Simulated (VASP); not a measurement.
Wanted: the native input for a VASP 6.6.1 run.

```yaml
Task: single point
Functional: PBE
Potentials_or_basis: VASP PAW PBE potentials, release 64 (Mg)
Cutoff: 600 eV
k_mesh: 14 × 14 × 14
Occupations: gaussian, width 0.1 eV
Spin: no spin polarisation
Dipole_correction: no
Further_INCAR_settings: ALGO = Normal; EDIFF = 1e-06; NBANDS = 7
```

The structure of Mg lies in POSCAR:

```
Mg
1.0
    0.0000000000      2.2442560000      2.2442560000
    2.2442560000      0.0000000000      2.2442560000
    2.2442560000      2.2442560000      0.0000000000
Mg
1
Direct
    0.0229697503     -0.0657233399      0.0676928122
```

This isn't the form of Mg at room conditions, which is hcp.

These files were run (other wordings do the same):

INCAR

```
SYSTEM = Mg
PREC     = Accurate       ! precision mode
ENCUT    = 600            ! plane-wave cutoff, eV
EDIFF    = 1E-6           ! SCF threshold, eV
ISMEAR   = 0              ! smearing method
SIGMA    = 0.1            ! smearing width, eV
LREAL    = .FALSE.        ! projectors in reciprocal space
LASPH    = .TRUE.         ! aspherical terms in the spheres
NELM     = 120            ! most SCF steps
ALGO     = Normal         ! electronic algorithm
ISIF     = 2              ! what is computed and relaxed
LWAVE    = .FALSE.        ! write WAVECAR
LCHARG   = .FALSE.        ! write CHGCAR
GGA      = PE             ! functional
NBANDS   = 7              ! bands
GGA_COMPAT= .FALSE.
```

KPOINTS

```
regular mesh
0
G
  14 14 14
  0 0 0
```

Potentials or basis: VASP PAW PBE potentials, release 64 (Mg).

Command:

```sh
$ cat potpaw_PBE.64/Mg/POTCAR > POTCAR
$ mpirun -np 1 vasp_std > vasp.out
```

It gave:

```
Pressure               : 0.8 GPa
Band gap on the k mesh : zero (bands 1 and 2 overlap by 2.29 eV)
```

Wall time 17 s on 1 thread of Intel Xeon 8259CL, on a shared host, peak memory 0.17 GiB.
